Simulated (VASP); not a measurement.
# CaO in VASP: settings compared, part 2 of 2

VASP 6.6.1. Earlier steps stand in the parts before.

## 4. Single point, HSE06 (uniaxial x strain -3.0%)

The input, POSCAR:

```
CaO
1.0
    0.0000000000      2.3975501265      2.3975501265
    2.3256236227      0.0000000000      2.3975501265
    2.3256236227      2.3975501265      0.0000000000
Ca O
1 1
Direct
    0.0000000000      0.0000000000      0.0000000000
    0.5000000000      0.5000000000      0.5000000000
```

The input, INCAR.step1:

```
SYSTEM = CaO
PREC = Accurate
ENCUT = 520
EDIFF = 1E-5
ISMEAR = 0
SIGMA = 0.01
LREAL = .False.
LASPH = .True.
NELM = 60
ALGO = Normal
ISIF = 2
LWAVE = .True.
LCHARG = .False.
GGA = PE
NBANDS = 15
```

The input, INCAR.step2:

```
SYSTEM = CaO
PREC = Accurate
ENCUT = 520
EDIFF = 1E-7
ISMEAR = 0
SIGMA = 0.01
LREAL = .False.
LASPH = .True.
NELM = 60
ALGO = Normal
ISIF = 2
LWAVE = .False.
LCHARG = .False.
GGA = PE
LHFCALC = .True.
HFSCREEN = 0.2079
PRECFOCK = Normal
ISTART = 1
NBANDS = 15
```

The input, KPOINTS:

```
Automatic mesh
0
Gamma
  6 6 6
  0 0 0
```

Potentials or basis: VASP PAW PBE potentials, release 64 (Ca_sv, O).

Command:

```bash
$ cat potpaw_PBE.64/Ca_sv/POTCAR potpaw_PBE.64/O/POTCAR > POTCAR
$ cp INCAR.step1 INCAR
$ mpirun -np 1 vasp_std > vasp.out
$ cp INCAR.step2 INCAR
$ mpirun -np 1 vasp_std > vasp.out
```

OUTCAR:

```text
SYSTEM = CaO
   PREC = Accurate
   ENCUT = 520
   EDIFF = 1E-7
   ISMEAR = 0
   LREAL = .False.
   LASPH = .True.
   NELM = 60
   ISIF = 2
   GGA = PE
   LHFCALC = .True.
   HFSCREEN = 0.2079
   PRECFOCK = Normal
   ISTART = 1

 ion  position               nearest neighbor table
   1  0.000  0.000  0.000-   2 2.33   2 2.33   2 2.40   2 2.40   2 2.40   2 2.40
   2  0.500  0.500  0.500-   1 2.33   1 2.33   1 2.40   1 2.40   1 2.40   1 2.40

  LATTYP: Found a body centered tetragonal cell.
 ALAT       =     3.3906479054
[... 623 lines left out ...]
     10      10.2317      0.00000
     11      12.5012      0.00000
     12      13.0817      0.00000
     13      14.3854      0.00000
     14      16.8954      0.00000
     15      17.8901      0.00000

 [... further k-points ...]
[... 5 lines left out ...]
  --------------------------------------------------------------------------------------
  -------------------------------------------------------------------------------------
  Total        1.5649449      0.4919216      0.4919216      0.0000000      0.0000000      0.0000000
  in kB       93.7788306     29.4782495     29.4782495      0.0000000      0.0000000      0.0000000
  external PRESSURE =      50.9117765 kB  Pullay stress =       0.0000000 kB

 VOLUME and BASIS-vectors are now :
 -----------------------------------------------------------------------------
  energy-cutoff  :      520.00
  volume of cell :       26.74
      direct lattice vectors                 reciprocal lattice vectors
     0.000000000  2.397550127  2.397550127    -0.214996096  0.208546213  0.208546213
     2.325623623  0.000000000  2.397550127     0.214996096 -0.208546213  0.208546213
     2.325623623  2.397550127  0.000000000     0.214996096  0.208546213 -0.208546213

 POSITION                                       TOTAL-FORCE (eV/Angst)
 -----------------------------------------------------------------------------------
      0.00000      0.00000      0.00000         0.000000      0.000000      0.000000
      2.32562      2.39755      2.39755        -0.000000     -0.000000      0.000000
 -----------------------------------------------------------------------------------
    total drift:                               -0.000000      0.000000      0.000000

  FREE ENERGIE OF THE ION-ELECTRON SYSTEM (eV)
  ---------------------------------------------------
  free  energy   TOTEN  =       -14.8511206723 eV

  energy  without entropy=      -14.8511206723  energy(sigma->0) =      -14.85112067
```

OSZICAR.step1:

```text
N       E                     dE             d eps       ncg     rms          rms(c)
DAV:   1     0.126459455428E+03    0.12646E+03   -0.84584E+03   900   0.110E+03
DAV:   2    -0.930326271364E+01   -0.13576E+03   -0.12581E+03  1131   0.293E+02
DAV:   3    -0.143557068672E+02   -0.50524E+01   -0.50212E+01  1068   0.590E+01
DAV:   4    -0.144844333439E+02   -0.12873E+00   -0.12869E+00  1278   0.852E+00
DAV:   5    -0.144861291630E+02   -0.16958E-02   -0.16958E-02  1048   0.833E-01    0.859E+00
DAV:   6    -0.128279489244E+02    0.16582E+01   -0.49603E+00  1041   0.221E+01    0.348E+00
DAV:   7    -0.127640262160E+02    0.63923E-01   -0.40539E-01  1041   0.660E+00    0.179E+00
DAV:   8    -0.127614967600E+02    0.25295E-02   -0.74997E-02  1145   0.292E+00    0.428E-01
DAV:   9    -0.127597415732E+02    0.17552E-02   -0.52211E-03   921   0.619E-01    0.107E-01
DAV:  10    -0.127603798549E+02   -0.63828E-03   -0.75779E-04  1105   0.251E-01    0.397E-02
DAV:  11    -0.127603527806E+02    0.27074E-04   -0.67369E-05  1124   0.926E-02    0.982E-03
DAV:  12    -0.127603517306E+02    0.10500E-05   -0.75074E-06   813   0.297E-02
   1 F= -.12760352E+02 E0= -.12760352E+02  d E =-.129800-126
```

Run time: 1.6 h. Hardware: 1 thread of Intel Xeon 8259CL, shared host; peak memory 0.28 GiB.

Results:

```
Free energy            : -14.8511 eV
Pressure               : 5.1 GPa
Band gap on the k mesh : 5.17 eV (least direct gap 5.68 eV)
```

Levels at points of the mesh, in eV from the valence-band top:
| k point | band 5 | band 6 | band 7 | band 8 | band 9 | band 10 | band 11 | band 12 |
| --- | --- | --- | --- | --- | --- | --- | --- | --- |
| (0.00, 0.00, 0.00) | -17.16 | -0.07 | -0.07 | 0.00 | 6.48 | 8.17 | 8.17 | 8.40 |
| (0.50, 0.00, 0.00) | -15.55 | -2.96 | -1.40 | -1.38 | 9.19 | 10.33 | 10.77 | 10.80 |
| (0.50, 0.50, 0.00) | -16.90 | -1.53 | -0.46 | -0.40 | 5.29 | 10.36 | 11.36 | 12.04 |
| (0.00, 0.50, 0.50) | -16.90 | -1.34 | -0.51 | -0.51 | 5.17 | 10.44 | 11.33 | 12.17 |

Caveat: the cell differs from its parent crystal (uniaxial x strain -3.0%); the stress differs along the axes, from 3 to 9 GPa; the PAW data sets were made with another functional, which shifts forces and pressure a little.

## 5. Summary

| level | potentials or basis | cell | k mesh | cutoff (eV) | grid for exact exchange (PRECFOCK) | share of exact exchange | screening parameter | gap on the mesh (eV) | pressure (GPa) |
| --- | --- | --- | --- | --- | --- | --- | --- | --- | --- |
| r2SCAN | VASP PAW PBE potentials, release 64 (Ca_sv, O_h) | a = 3.382, b = 3.382, c = 3.391 Å, angles 59.9, 59.9, 60.2°, 2 atoms | 10 × 10 × 10 | 1480 | - | - | - | 4.17 | 1.6 |
| r2SCAN | VASP PAW PBE potentials, release 64 (Ca_sv, O_h) | a = 3.379 Å, angles 60.2°, 2 atoms | 10 × 10 × 10 | 1480 | - | - | - | 4.18 | 1.6 |
| HSE06 | VASP PAW PBE potentials, release 64 (Ca_sv, O) | a = 3.391, b = 3.340, c = 3.340 Å, angles 61.0, 59.5, 59.5°, 2 atoms | 6 × 6 × 6 | 520 | Normal | 0.25 | 0.2079 1/Å | 5.17 | 5.1 |

Alike in all rows: task single point; no spin polarisation; smearing gaussian 0.01 eV.

Caveats: the PAW data sets were made with another functional, which shifts forces and pressure a little; the stress differs along the axes, from 3 to 9 GPa (at least some runs).

Total energies depend on the potentials used, so only differences within one code and one set of settings carry meaning.
